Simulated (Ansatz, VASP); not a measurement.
W: VASP beside Ansatz

```
W
1.0
    -0.29797    1.98648    1.91199
     1.68851    0.00000    1.61401
     1.98648    1.98648   -0.29797
W
1
Direct
  0.00000 0.00000 0.00000
```

Change from the starting cell: engineering shear strain xz -0.3000, normal strain along z -0.0375.

Alike in both runs: task single point; functional LDA; k mesh 20 × 20 × 20; occupations gaussian, width 0.15 eV; no spin polarisation.

|  | VASP | Ansatz |
| --- | --- | --- |
| version | VASP 6.6.1 | Ansatz 0.2.0 |
| potentials or method | VASP PAW LDA potentials, release 64 (W_sv), cutoff 520 eV | scalar-relativistic, plane waves, PAW |
| valence electrons in the cell | 14 | 14 |

Ansatz gave:

* gap on the k mesh at the Fermi level (eV): none
* pressure (GPa): 41.0
* traceless stress, the component that is largest in VASP (GPa): 55.62

**Question.** What did VASP give for the same quantities?

**Answer.** gap on the k mesh at the Fermi level (eV): none; pressure (GPa): 44.3; traceless stress, the component that is largest in VASP (GPa): 57.77.

Ansatz warns that its potentials were made for another functional, while VASP's fit it. LDA's correlation is that of Perdew and Zunger in VASP and of Perdew and Wang (1992) in Ansatz. A gap of «none» marks a metal or a gap that the smearing closes. Both programs put the cell under a high pressure, so it lies far from rest at this level.

Neither program's run includes spin-orbit coupling.
